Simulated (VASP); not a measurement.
Write the native input for VASP 6.6.1 that does the following.

```yaml
Task: single point
Functional: PBE
Potentials_or_basis: VASP PAW PBE potentials, release 64 (Nb_sv, W_sv, C)
Cutoff: 600 eV
k_mesh: 3 × 3 × 3
Occupations: gaussian, width 0.2 eV
Spin: no spin polarisation
Dipole_correction: no
Further_INCAR_settings: ALGO = Normal; EDIFF = 1e-06; NBANDS = 44
```

The structure of Nb3WC4 lies in POSCAR:

```
Nb3WC4
1.0
    5.3426374756      0.0000000000      0.0000000000
    0.0000000000      5.3426374756      0.0000000000
    0.0000000000      0.0000000000      5.3426374756
Nb W C
3 1 4
Direct
    0.0000000000      0.5000000000      0.5000000000
    0.5000000000      0.0000000000      0.5000000000
    0.5000000000      0.5000000000      0.0000000000
    0.5000000000      0.5000000000      0.5000000000
    0.2827372466      0.2827372466      0.2827372466
    0.2827372466      0.7172627534      0.7172627534
    0.7172627534      0.7172627534      0.2827372466
    0.7172627534      0.2827372466      0.7172627534
```

The cell was built from a structure type or drawn by symmetry, and may not be a known phase.

These files were run (other wordings do the same):

INCAR

```
  ALGO = Normal
  EDIFF = 1E-6
  ENCUT = 600
  GGA = PE
  GGA_COMPAT = False
  ISIF = 2
  ISMEAR = 0
  LASPH = True
  LCHARG = False
  LREAL = False
  LWAVE = False
  NBANDS = 44
  NELM = 120
  PREC = Accurate
  SIGMA = 0.2
```

KPOINTS

```
k-points
0
Gamma
  3 3 3
```

Potentials or basis: VASP PAW PBE potentials, release 64 (Nb_sv, W_sv, C).

Launch:

```console
$ cat potpaw_PBE.64/Nb_sv/POTCAR potpaw_PBE.64/W_sv/POTCAR potpaw_PBE.64/C/POTCAR > POTCAR
$ mpirun -np 1 vasp_std > vasp.out
```

Results of the run:

```json
{
  "Pressure": "0.6 GPa",
  "Largest force": "0.105 eV/Å",
  "Band gap on the k mesh": "zero (an odd number of electrons rules out a gap without spin polarisation)"
}
```

Caveat: the k points lie up to 0.39 Å⁻¹ apart, too coarse for converged energies and pressures of a metal; spin-orbit coupling is left out, which moves the levels of the heavy elements.

Run time: 110 s on 1 thread of AMD EPYC 7R13 (shared host), peak memory 0.3 GiB.
